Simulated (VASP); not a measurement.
# Pb (Fm-3m) in VASP: single point with PBE+D3(BJ)

Aim: the single point of Pb with PBE+D3(BJ).

Everything below comes from runs of VASP 6.6.1. Logs are shortened: lines on timing, memory, paths and dates and some standing lists are left out, and cuts for length are marked.

## 1. The cell of the first run

It takes space group Fm-3m (No. 225, cubic). The conventional cell has a = 4.959 Å, b = 4.959 Å, c = 4.959 Å, α = 90.00°, β = 90.00°, γ = 90.00°. Pb (site symmetry m-3m) has 12 Pb at 3.51 Å within 4.6 Å.

## 2. Single point, PBE+D3(BJ)

POSCAR

```
Pb
1.0
    0.0000000000      2.4795414675      2.4795414675
    2.4795414675      0.0000000000      2.4795414675
    2.4795414675      2.4795414675      0.0000000000
Pb
1
Direct
    0.0000000000      0.0000000000      0.0000000000
```

INCAR.step1

```
PREC = Accurate
ENCUT = 520
EDIFF = 1E-6
ISMEAR = 0
SIGMA = 0.1
LREAL = F
LASPH = T
NELM = 100
ALGO = Fast
ISIF = 2
LWAVE = F
LCHARG = T
GGA = PE
IVDW = 12
NBANDS = 13
```

KPOINTS.step1

```
Automatic mesh
0
Gamma
  14 14 14
```

INCAR.step2

```
PREC = Accurate
ENCUT = 520
EDIFF = 1E-6
ISMEAR = -5
SIGMA = 0.1
LREAL = F
LASPH = T
NELM = 100
ALGO = Fast
ISIF = 2
LWAVE = F
LCHARG = F
GGA = PE
IVDW = 12
LORBIT = 11
NBANDS = 13
NEDOS = 2001
ICHARG = 11
```

KPOINTS.step2

```
Automatic mesh
0
Gamma
  21 21 21
```

Potentials or basis: VASP PAW PBE potentials, release 64 (Pb_d).

On the command line:

```sh
cat potpaw_PBE.64/Pb_d/POTCAR > POTCAR
cp INCAR.step1 INCAR
cp KPOINTS.step1 KPOINTS
mpirun -np 1 vasp_std > vasp.out
cp INCAR.step2 INCAR
cp KPOINTS.step2 KPOINTS
mpirun -np 1 vasp_std > vasp.out
```

OUTCAR:

```text
PREC = Accurate
   ENCUT = 520
   EDIFF = 1E-6
   ISMEAR = -5
   LREAL = F
   LASPH = T
   NELM = 100
   ISIF = 2
   GGA = PE
   IVDW = 12
   LORBIT = 11
   ICHARG = 11
 IVDW          = 12

 ion  position               nearest neighbor table
   1  0.000  0.000  0.000-

  LATTYP: Found a face centered cubic cell.
 ALAT       =     4.9590829350

  Lattice vectors:

 A1 = (   0.0000000000,   2.4795414675,   2.4795414675)
 A2 = (   2.4795414675,   0.0000000000,   2.4795414675)
 A3 = (   2.4795414675,   2.4795414675,   0.0000000000)

Analysis of symmetry for initial positions (statically):
=====================================================================
 Subroutine PRICEL returns:
 Original cell was already a primitive cell.

 Routine SETGRP: Setting up the symmetry group for a
 face centered cubic supercell.

 Subroutine GETGRP returns: Found 48 space group operations
 (whereof 48 operations were pure point group operations)
 out of a pool of 48 trial point group operations.

The static configuration has the point symmetry O_h .

Analysis of symmetry for dynamics (positions and initial velocities):
=====================================================================
 Subroutine PRICEL returns:
 Original cell was already a primitive cell.

 Routine SETGRP: Setting up the symmetry group for a
 face centered cubic supercell.

 Subroutine GETGRP returns: Found 48 space group operations
 (whereof 48 operations were pure point group operations)
 out of a pool of 48 trial point group operations.

The dynamic configuration has the point symmetry O_h .

 Subroutine INISYM returns: Found 48 space group operations
 (whereof 48 operations are pure point group operations),
 and found     1 'primitive' translations

----------------------------------------------------------------------------------------

                                     Primitive cell

  volume of cell :      30.4891

  direct lattice vectors                    reciprocal lattice vectors
     0.000000000  2.479541467  2.479541467    -0.201650187  0.201650187  0.201650187
     2.479541467  0.000000000  2.479541467     0.201650187 -0.201650187  0.201650187
     2.479541467  2.479541467  0.000000000     0.201650187  0.201650187 -0.201650187

  length of vectors
     3.506601172  3.506601172  3.506601172     0.349268369  0.349268369  0.349268369

  position of ions in fractional coordinates (direct lattice)
     0.000000000  0.000000000  0.000000000

  ion indices of the primitive-cell ions
   primitive index   ion index
                 1           1

----------------------------------------------------------------------------------------

 KPOINTS: Automatic mesh

Automatic generation of k-mesh.
 Grid dimensions read from file:
 generate k-points for:   21   21   21

 Generating k-lattice:

  Cartesian coordinates                     Fractional coordinates (reciprocal lattice)
    -0.009602390  0.009602390  0.009602390     0.047619048  0.000000000  0.000000000
     0.009602390 -0.009602390  0.009602390     0.000000000  0.047619048  0.000000000
     0.009602390  0.009602390 -0.009602390     0.000000000  0.000000000  0.047619048

  Length of vectors
     0.016631827  0.016631827  0.016631827

  Shift w.r.t. Gamma in fractional coordinates (k-lattice)
     0.000000000  0.000000000  0.000000000

 TETIRR: Found   1276 inequivalent tetrahedra from    55566

 Subroutine IBZKPT returns following result:
 ===========================================

 Found    286 irreducible k-points:

 Following reciprocal coordinates:
            Coordinates               Weight
  0.000000  0.000000  0.000000      1.000000
  0.047619  0.000000  0.000000      8.000000
  0.095238  0.000000  0.000000      8.000000
  0.142857  0.000000  0.000000      8.000000
  0.190476  0.000000  0.000000      8.000000
  0.238095  0.000000  0.000000      8.000000
[... 16 lines left out ...]
 -0.428571  0.047619  0.000000     24.000000
 -0.380952  0.047619  0.000000     24.000000
 [... further k-points ...]
   k-points           NKPTS =    286   k-points in BZ     NKDIM =    286   number of bands    NBANDS=     13
   number of dos      NEDOS =   2001   number of ions     NIONS =      1
   total plane-waves  NPLWV =  21952
   dimension x,y,z NGX =    28 NGY =   28 NGZ =   28
   dimension x,y,z NGXF=    56 NGYF=   56 NGZF=   56
   ions per type =               1
   NGX,Y,Z   is equivalent  to a cutoff of  13.27, 13.27, 13.27 a.u.
   NGXF,Y,Z  is equivalent  to a cutoff of  26.55, 26.55, 26.55 a.u.
 SYSTEM =  unknown system
   PREC   = accura    normal or accurate (medium, high low for compatibility)
   ISTART =      0    job   : 0-new  1-cont  2-samecut
   ICHARG =     11    charge: 1-file 2-atom 10-const
   ISPIN  =      1    spin polarized calculation?
   LNONCOLLINEAR =      F non collinear calculations
   LSORBIT =      F    spin-orbit coupling
   LASPH  =      T    aspherical Exc in radial PAW
   ENCUT  =  520.0 eV  38.22 Ry    6.18 a.u.   6.52  6.52  6.52*2*pi/ulx,y,z
   NELM   =    100;   NELMIN=  2; NELMDL=  0     # of ELM steps
   EDIFF  = 0.1E-05   stopping-criterion for ELM
   LREAL  =      F    real-space projection
   EDIFFG = 0.1E-04   stopping-criterion for IOM
   NSW    =      0    number of steps for IOM
   IBRION =     -1    ionic relax: 0-MD 1-quasi-New 2-CG
   NFREE  =      0    steps in history (QN), initial steepest desc. (CG)
   ISIF   =      2    stress and relaxation
   ISYM   =      2    0-nonsym 1-usesym 2-fastsym
   POTIM  = 0.5000    time-step for ionic-motion
   TEBEG  =    0.0;   TEEND  =   0.0 temperature during run
   PSTRESS=    0.0 pullay stress
   NELECT =      14.0000    total number of electrons
   NUPDOWN=      -1.0000    fix difference up-down
   EMIN   =  10.00;   EMAX   =-10.00  energy-range for DOS
   EFERMI =   0.00;   METHOD = LEGACY
   ISMEAR =    -5;   SIGMA  =   0.10  broadening in eV -4-tet -1-fermi 0-gaus
   EFERMI_NEDOS =   21; number of points for ismear=-14 and -15
   IALGO  =     68    algorithm
   IMIX   =      4    mixing-type and parameters
     AMIX     =   0.40;   BMIX     =  1.00
     AMIX_MAG =   1.60;   BMIX_MAG =  1.00
  volume/ion in A,a.u.               =      30.49       205.75
  Fermi-wavevector in a.u.,A,eV,Ry     =   1.262998  2.386721 21.703537  1.595165
  Thomas-Fermi vector in A             =   2.396378
   LORBIT       =     11    0 simple, 1 ext, 2 COOP (PROOUT), +10 PAW based schemes
   GGA     = PE    functional components
   LHFCALC =     F    Hartree Fock is set to
   AEXX    =    0.0000 exact exchange contribution
   IVDW    =    12    specifies the selected vdW correction
   LEPSILON=     F    determine dielectric tensor
   LRPA    =     F    only Hartree local field effects (RPA)
 non-spin polarized calculation
 RMM-DIIS sequential band-by-band and
 Fermi weights with tetrahedron method with Bloechl corrections
  energy-cutoff  :      520.00
  volume of cell :       30.49
 maximum number of plane-waves:       869
 NGX is ok and might be reduce to    28

 number of electron      14.0000000 magnetization

 Free energy of the ion-electron system (eV)
  ---------------------------------------------------
  ext. energy  EPLUGINS =         0.00000000
  ---------------------------------------------------
  free energy    TOTEN  =        -3.55465472 eV

  energy without entropy =       -3.55465472  energy(sigma->0) =       -3.55465472

 E-fermi :   7.2656     XC(G=0): -10.1586

 val. band max:        7.2530640524   @ k =   0.3810   0.2381   0.0476
 cond. band min:       7.2680352584   @ k =  -0.4762   0.3333   0.0000
 fundamental gap:      0.0149712061
 Fermi energy:         7.2656058320

 k-point     1 :       0.0000    0.0000    0.0000
  band No.  band energies     occupation
      1      -9.8483      2.00000
      2      -9.8483      2.00000
      3      -9.8483      2.00000
      4      -9.7102      2.00000
      5      -9.7102      2.00000
      6      -4.4965      2.00000
      7      14.5957      0.00000
      8      14.5957      0.00000
      9      14.5957      0.00000
     10      16.9807      0.00000
     11      18.4906      0.00000
     12      19.6650      0.00000
     13      19.6650      0.00000

 k-point     2 :       0.0476    0.0000    0.0000
  band No.  band energies     occupation
      1      -9.8483      2.00000
      2      -9.8449      2.00000
      3      -9.8449      2.00000
      4      -9.7105      2.00000
      5      -9.7105      2.00000
      6      -4.4531      2.00000
      7      14.0041      0.00000
      8      14.5395      0.00000
      9      14.5395      0.00000
     10      16.8492      0.00000
     11      18.7858      0.00000
     12      19.7642      0.00000
     13      19.7644      0.00000

 k-point     3 :       0.0952    0.0000    0.0000
  band No.  band energies     occupation
      1      -9.8486      2.00000
      2      -9.8359      2.00000
      3      -9.8359      2.00000
      4      -9.7106      2.00000
      5      -9.7106      2.00000
      6      -4.3228      2.00000
      7      12.7212      0.00000
      8      14.3841      0.00000
      9      14.3841      0.00000
     10      16.6447      0.00000
     11      19.2900      0.00000
     12      20.0432      0.00000
     13      20.0437      0.00000

 k-point     4 :       0.1429    0.0000    0.0000
  band No.  band energies     occupation
      1      -9.8495      2.00000
      2      -9.8243      2.00000
      3      -9.8243      2.00000
      4      -9.7080      2.00000
      5      -9.7080      2.00000
      6      -4.1055      2.00000
      7      11.2483      0.00000
      8      14.1597      0.00000
      9      14.1597      0.00000
     10      16.4564      0.00000
     11      19.8600      0.00000
     12      20.3226      0.00000
     13      20.3846      0.00000

 k-point     5 :       0.1905    0.0000    0.0000
  band No.  band energies     occupation
      1      -9.8516      2.00000
      2      -9.8153      2.00000
      3      -9.8153      2.00000
      4      -9.6989      2.00000
      5      -9.6989      2.00000
      6      -3.8021      2.00000
      7       9.7591      0.00000
      8      13.8993      0.00000
      9      13.8993      0.00000
     10      16.3035      0.00000
     11      19.4884      0.00000
     12      20.1108      0.00000
     13      20.1138      0.00000
[... 257 lines left out ...]
 k-point    22 :      -0.4762    0.0476    0.0000
  band No.  band energies     occupation
      1      -9.8720      2.00000
      2      -9.8379      2.00000
      3      -9.8319      2.00000
      4      -9.5826      2.00000
      5      -9.5795      2.00000
      6      -0.8797      2.00000
      7       3.0970      2.00000
      8      12.3126      0.00000
      9      12.6841      0.00000
     10      16.1760      0.00000
     11      16.9893      0.00000
     12      18.5332      0.00000
     13      18.9131      0.00000

 k-point    23 :      -0.4286    0.0476    0.0000
  band No.  band energies     occupation
      1      -9.8705      2.00000
      2      -9.8355      2.00000
      3      -9.8307      2.00000
      4      -9.5902      2.00000
      5      -9.5844      2.00000
      6      -1.1380      2.00000
      7       3.4788      2.00000
      8      12.2527      0.00000
      9      12.8403      0.00000
     10      16.2509      0.00000
     11      16.9816      0.00000
     12      18.4880      0.00000
     13      19.0780      0.00000

 k-point    24 :      -0.3810    0.0476    0.0000
  band No.  band energies     occupation
      1      -9.8675      2.00000
      2      -9.8304      2.00000
      3      -9.8267      2.00000
      4      -9.6093      2.00000
      5      -9.5951      2.00000
      6      -1.6341      2.00000
      7       4.2826      2.00000
      8      12.2617      0.00000
      9      13.0587      0.00000
     10      16.3160      0.00000
     11      17.1056      0.00000
     12      18.5243      0.00000
     13      19.3284      0.00000

 [... further k-points ...]

------------------------ aborting loop because EDIFF is reached ----------------------------------------

 Edisp (eV)   -0.40738

 E8    (eV) :    -0.2065

  FORCE on cell =-STRESS in cart. coord.  units (eV):
  Direction    XX          YY          ZZ          XY          YZ          ZX
  --------------------------------------------------------------------------------------
  -------------------------------------------------------------------------------------
  Total      -0.00186    -0.00186    -0.00186    -0.00000    -0.00000    -0.00000
  in kB      -0.09755    -0.09755    -0.09755    -0.00000    -0.00000    -0.00000
  external pressure =       -0.10 kB  Pullay stress =        0.00 kB

 VOLUME and BASIS-vectors are now :
 -----------------------------------------------------------------------------
  energy-cutoff  :      520.00
  volume of cell :       30.49
      direct lattice vectors                 reciprocal lattice vectors
     0.000000000  2.479541467  2.479541467    -0.201650187  0.201650187  0.201650187
     2.479541467  0.000000000  2.479541467     0.201650187 -0.201650187  0.201650187
     2.479541467  2.479541467  0.000000000     0.201650187  0.201650187 -0.201650187

 POSITION                                       TOTAL-FORCE (eV/Angst)
 -----------------------------------------------------------------------------------
      0.00000      0.00000      0.00000         0.000000      0.000000      0.000000
 -----------------------------------------------------------------------------------
    total drift:                               -0.000000     -0.000000     -0.000000

  FREE ENERGIE OF THE ION-ELECTRON SYSTEM (eV)
  ---------------------------------------------------
  free  energy   TOTEN  =        -3.9620376477 eV

  energy  without entropy=       -3.9620376477  energy(sigma->0) =       -3.96203765

 total charge

# of ion       s       p       d       tot
------------------------------------------
    1        1.403   0.743   9.809  11.956
```

Run time: 2.9 min. Hardware: 1 thread of Intel Xeon 8259CL, shared host; peak memory 0.24 GiB.

Results:

| Quantity | Value |
| --- | --- |
| Valence electrons inside the program's atomic spheres | Pb 11.96 |
| Dispersion energy per atom | -0.407 eV |

Caveat: spin-orbit coupling is left out, which moves the levels of the heavy elements; tetrahedron occupations give inexact forces and stress in metals.
